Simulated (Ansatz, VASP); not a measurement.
## One calculation of Co, two programs

File INCAR:

```
ALGO     = Normal         # electronic algorithm
EDIFF    = 1E-6           # SCF threshold, eV
ENCUT    = 520            # plane-wave cutoff, eV
GGA      = PS             # functional
ISIF     = 2              # what is computed and relaxed
ISMEAR   = -1             # smearing method
ISPIN    = 2              # spin polarisation
LASPH    = True           # aspherical terms in the spheres
LCHARG   = False          # write CHGCAR
LMAXMIX  = 4              # l up to which the mixer works
LORBIT   = 11             # projections on sites
LREAL    = False          # projectors in reciprocal space
LWAVE    = False          # write WAVECAR
MAGMOM   = 1.8 1.8        # initial moments
NBANDS   = 20             # bands
NELM     = 150            # most SCF steps
PREC     = Accurate       # precision mode
SIGMA    = 0.1            # smearing width, eV
```

Contents of KPOINTS:

```
k-points
0
Gamma
  14 14 8
```

POSCAR

```
Co
1.0
    2.4873650000      0.0000000000      0.0000000000
   -1.2436820000      2.1541210000      0.0000000000
    0.0000000000      0.0000000000      4.0632900000
Co
2
Direct
    0.6666666667      0.3333333333      0.2598610000
    0.3333333333      0.6666666667      0.7401390000
```

Input for Ansatz:

```yaml
crystal:
  lattice:
    - [2.487365, 0.0, 0.0]
    - [-1.243682, 2.154121, 0.0]
    - [0.0, 0.0, 4.06329]
  atoms:
    - { symbol: Co, position: [0.6666666666666666, 0.3333333333333333, 0.259861], spin: 1.8 }
    - { symbol: Co, position: [0.3333333333333333, 0.6666666666666666, 0.740139], spin: 1.8 }
basis:
  ecutwfc: 420.0
kpoints:
  mp_grid:
    grid: [14, 14, 8]
hamiltonian:
  xc: pbesol
  pseudopotentials:
    kind: paw
magnetization:
  spin_polarized: true
scf:
  occupations:
    method: fermi_dirac
output:
  stress: true
```

Alike in both runs: task single point; functional PBEsol; k mesh 14 × 14 × 8; collinear spin.

```csv
,VASP,Ansatz
version,VASP 6.6.1,Ansatz 0.2.0
potentials or method,"VASP PAW PBE potentials, release 64 (Co), cutoff 520 eV","plane waves, PAW"
occupations,"fermi-dirac, width 0.1 eV",fermi-dirac
valence electrons in the cell,18,34
```

Ansatz gave:

* pressure (GPa): -9.6
* traceless stress, the component that is largest in VASP (GPa): -1.18
* net moment per atom (μB): 1.61
* size of the moment on the site where the two differ most (μB): 1.67

**Question.** Estimate VASP's values.

**Answer.** Pressure (GPa): -10.3; traceless stress, the component that is largest in VASP (GPa): -1.20; net moment per atom (μB): 1.60; size of the moment on the site where the two differ most (μB): 1.61.

VASP's potentials were made for PBE, not for PBEsol. Site moments also hang on the region over which each program counts them. VASP's potentials hold 18 valence electrons a cell and Ansatz's 34, so a difference there can come from the potentials and not from the codes.
